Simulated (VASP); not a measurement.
# Cs: single point with LDA

Cs:

```
Cs
1.0
    -2.16109    2.16109    2.16109
     2.16109   -2.16109    2.16109
     2.16109    2.16109   -2.16109
Cs
1
Cartesian
  0.0000 0.0000 0.0000
```

- Program: VASP 6.6.1
- Task: single point
- Functional: LDA
- Potentials or basis: VASP PAW LDA potentials, release 64 (Cs_sv)
- Cutoff: 500 eV
- k mesh: 13 × 13 × 13
- Occupations: fermi-dirac, width 0.05 eV
- Spin: no spin polarisation
- Dipole correction: no
- Further INCAR settings: ALGO = Normal; EDIFF = 1e-06; NBANDS = 10

```
Pressure               : 5.1 GPa
Band gap on the k mesh : zero (an odd number of electrons rules out a gap without spin polarisation)
```

Levels at points of the mesh, in eV from the Fermi level:
```
           k point  band 1  band 2  band 3  band 4  band 5  band 6  band 7  band 8  band 9  band 10
(0.00, 0.00, 0.00)  -24.13   -9.55   -9.55   -9.55   -1.80    3.05    3.05    3.05    5.20     5.20
```

It used 28 s of CPU time on 1 thread of Intel Xeon 8259CL, with other jobs on the host.

Caveat: the cell stands under pressure; spin-orbit coupling is left out, which moves the levels of the heavy elements.
